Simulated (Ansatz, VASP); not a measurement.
**WSe2: VASP beside Ansatz**

Contents of INCAR:

```
ALGO = Normal ; DIPOL = 0.5 0.5 0.383
EDIFF = 1E-6 ; ENCUT = 520
GGA = PE ; IDIPOL = 3
ISIF = 2 ; ISMEAR = 0
IVDW = 12 ; LASPH = True
LCHARG = False ; LDIPOL = True
LREAL = False ; LWAVE = False
NBANDS = 35 ; NELM = 80
PREC = Accurate ; SIGMA = 0.05
```

The input KPOINTS:

```
k-points
0
Gamma
  9 9 1
```

File POSCAR:

```
WSe2
1.0
    3.2854929709      0.0000000000      0.0000000000
   -1.6427464855      2.8453203767      0.0000000000
    0.0000000000      0.0000000000     24.2386466774
Se W
4 2
Direct
    0.3333333333      0.6666666667      0.1856539294
    0.3333333333      0.6666666667      0.3246601777
    0.8888888889      0.1111111111      0.4405907426
    0.8888888889      0.1111111111      0.5795969909
    0.6666666667      0.3333333333      0.2551570536
    0.5555555556      0.4444444444      0.5100938667
```

Input for Ansatz:

```yaml
crystal:
  lattice:
    - [3.2854929709, 0.0, 0.0]
    - [-1.6427464855, 2.8453203767, 0.0]
    - [0.0, 0.0, 24.2386466774]
  atoms:
    - { symbol: Se, position: [0.3333333333, 0.6666666667, 0.1856539294] }
    - { symbol: W, position: [0.6666666667, 0.3333333333, 0.2551570536] }
    - { symbol: Se, position: [0.3333333333, 0.6666666667, 0.3246601777] }
    - { symbol: Se, position: [0.8888888889, 0.1111111111, 0.4405907426] }
    - { symbol: W, position: [0.5555555556, 0.4444444444, 0.5100938667] }
    - { symbol: Se, position: [0.8888888889, 0.1111111111, 0.5795969909] }
basis:
  ecutwfc: 420
kpoints:
  mp_grid: { grid: [9, 9, 1] }
hamiltonian:
  xc: pbe
  pseudopotentials: { kind: paw, azcp: { folder: soft_1 } }
  dispersion: d3bj
scf:
  occupations: { method: gaussian, width: 0.05 }
output:
  forces: true
  eigenvalues: true
efield:
  axis: 3
  dipole_correction: true
  ramp_width: 0.04
```

Alike in both runs: task single point; functional PBE; dispersion D3(BJ); k mesh 9 × 9 × 1; occupations gaussian, width 0.05 eV; no spin polarisation.

|  | VASP | Ansatz |
| --- | --- | --- |
| version | VASP 6.6.1 | Ansatz 0.2.0 |
| potentials or method | VASP PAW PBE potentials, release 64 (Se, W_sv), cutoff 520 eV | scalar-relativistic, plane waves, PAW |
| valence electrons in the cell | 52 | 92 |

Ansatz gave:

* gap on the k mesh at the Fermi level (eV): 1.11
* least direct gap on the mesh (eV): 1.62
* rms of the force components (eV/Å): 0.113

Estimate VASP's values.

gap on the k mesh at the Fermi level (eV): 1.11; least direct gap on the mesh (eV): 1.62; rms of the force components (eV/Å): 0.098.

VASP's potentials hold 52 valence electrons a cell and Ansatz's 92, so a difference there can come from the potentials and not from the codes.

Neither program's run includes spin-orbit coupling.
